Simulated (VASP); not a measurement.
**SiNi3: single point with PBE**

The system is SiNi3.

```
Si Ni
1.0
    -3.53654    3.61246    3.46714
     3.48509   -3.67215    3.47538
     3.49503    3.63064   -3.52683
Si Ni
4 12
Direct
  0.98390 0.46973 0.48534
  0.98701 0.03112 0.98445
  0.99218 0.75888 0.26604
  0.29596 0.75218 0.02351
  0.49250 0.00601 0.50220
  0.49755 0.48546 0.98806
  0.49506 0.74432 0.74621
  0.00360 0.26033 0.74605
  0.48974 0.23899 0.24500
  0.80368 0.55076 0.78462
  0.22870 0.96305 0.75044
  0.24417 0.50783 0.25307
  0.75810 0.99704 0.24366
  0.74203 0.74341 0.48950
  0.24827 0.24061 0.48857
  0.75029 0.26293 0.00674
```

* Program: VASP 6.6.1
* Task: single point
* Functional: PBE
* Potentials or basis: VASP PAW PBE potentials, release 64 (Si, Ni)
* Cutoff: 520 eV
* k mesh: 3 × 3 × 3
* Occupations: gaussian, width 0.1 eV
* Spin: no spin polarisation

```yaml
Pressure: 0.2 GPa
Largest_force: 0.038 eV/Å
Band_gap_on_the_k_mesh: zero (bands 68 and 69 overlap by 0.31 eV)
```

Forces on the atoms (eV/Å):
```
Si   0.015 -0.004  0.002
Si  -0.017 -0.011 -0.017
Si  -0.008  0.006  0.007
Si   0.002 -0.001 -0.014
Ni   0.007  0.009 -0.004
Ni  -0.012  0.017 -0.004
Ni   0.002 -0.009  0.008
Ni  -0.011  0.004  0.002
Ni  -0.004 -0.006  0.000
Ni   0.012  0.027  0.024
Ni  -0.005  0.000 -0.005
Ni  -0.004 -0.018 -0.001
Ni  -0.006 -0.002  0.019
Ni   0.015  0.003 -0.008
Ni   0.020 -0.012 -0.005
Ni  -0.006 -0.002 -0.004
```

Stress tensor (GPa, compression positive):
```
 0.23 -0.01  0.01
-0.01  0.19 -0.06
 0.01 -0.06  0.07
```

Levels at points of the mesh, in eV from the Fermi level:
```tsv
k point	band 65	band 66	band 67	band 68	band 69	band 70	band 71	band 72
(0.00, 0.00, 0.00)	-0.21	-0.13	-0.11	0.01	0.06	0.11	0.23	0.26
```

Wall time 5.8 min on 1 thread of Intel(R) Xeon(R) 6975P-C (Granite Rapids) (shared host), peak memory 0.38 GiB.

Caveat: the k points lie up to 0.42 Å⁻¹ apart. Spin polarisation is off, so any magnetic state and its effect on volume and gap are missing.
